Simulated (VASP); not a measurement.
WC (rocksalt type), 2 atoms in the cell. It takes space group Fm-3m (No. 225, cubic). The conventional cell has a = 4.346 Å, b = 4.346 Å, c = 4.346 Å, α = 90.00°, β = 90.00°, γ = 90.00°. Within 2.9 Å of W (site symmetry m-3m) lie 6 C at 2.17 Å. C (site symmetry m-3m) has 6 W at 2.17 Å within 2.9 Å. 

* Program: VASP 6.6.1
* Task: single point
* Functional: PBEsol
* Potentials or basis: VASP PAW PBE potentials, release 64 (W_sv, C_h)
* Cutoff: 1300 eV
* k mesh: 15 × 15 × 15
* Occupations: fermi-dirac, width 0.1 eV
* Spin: no spin polarisation
* Dipole correction: no
* Further INCAR settings: ALGO = Normal; EDIFF = 1e-06; NBANDS = 16

Potentials or basis: VASP PAW PBE potentials, release 64 (W_sv, C_h).

Run with:

```sh
$ cat potpaw_PBE.64/W_sv/POTCAR potpaw_PBE.64/C_h/POTCAR > POTCAR
$ mpirun -np 1 vasp_std > vasp.out
```

Hardware: 1 thread of Intel(R) Xeon(R) Platinum 8259CL CPU @ 2.50GHz (Skylake/Cascade Lake) (shared host).

Task: How long does it take, and how much memory?

Result: Wall time 100 s on 1 thread of Intel(R) Xeon(R) Platinum 8259CL CPU @ 2.50GHz (Skylake/Cascade Lake) (shared host), peak memory 0.32 GiB. Counts: scf iterations 12, k points 120.
